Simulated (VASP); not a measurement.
Input of a VASP 6.6.1 run:

The input INCAR:

```
  PREC = Accurate
  ENCUT = 520
  EDIFF = 1E-6
  ISMEAR = -1
  SIGMA = 0.05
  LREAL = F
  LASPH = T
  NELM = 60
  ALGO = Normal
  ISIF = 2
  LWAVE = F
  LCHARG = F
  GGA = PS
  NBANDS = 33
```

KPOINTS

```
regular mesh
0
Gamma
  5 5 2
```

POSCAR

```
NbTeN
1.0
    3.5193849771      0.0000000000      0.0000000000
    0.0000000000      3.5193849771      0.0000000000
    0.0000000000      0.0000000000      9.3732857422
Nb Te N
2 2 2
Direct
    0.5000000000      0.0000000000      0.1143750000
    0.0000000000      0.5000000000      0.8856250000
    0.5000000000      0.0000000000      0.6986270000
    0.0000000000      0.5000000000      0.3013730000
    0.5000000000      0.5000000000      0.0000000000
    0.0000000000      0.0000000000      0.0000000000
```

Potentials or basis: VASP PAW PBE potentials, release 64 (Nb_sv, Te, N).

Launch:

```bash
$ cat potpaw_PBE.64/Nb_sv/POTCAR potpaw_PBE.64/Te/POTCAR potpaw_PBE.64/N/POTCAR > POTCAR
$ mpirun -np 1 vasp_std > vasp.out
```

Task: Predict the band gap on the k mesh.

Result: Zero (bands 24 and 25 overlap by 0.37 eV).

Task: What does it give for the largest force?

Result: 0.206 eV/Å.

Task: Predict the pressure.

Result: 0.7 GPa.

Stress tensor (GPa, compression positive):
```
0.84 0.00 0.00
0.00 0.84 0.00
0.00 0.00 0.28
```

Caveat: the PAW data sets were made with another functional, which shifts forces and pressure a little; spin-orbit coupling is left out, which moves the levels of the heavy elements; this functional lacks dispersion, which binds layers or chains, so the pressure and a relaxed spacing across them are unreliable.
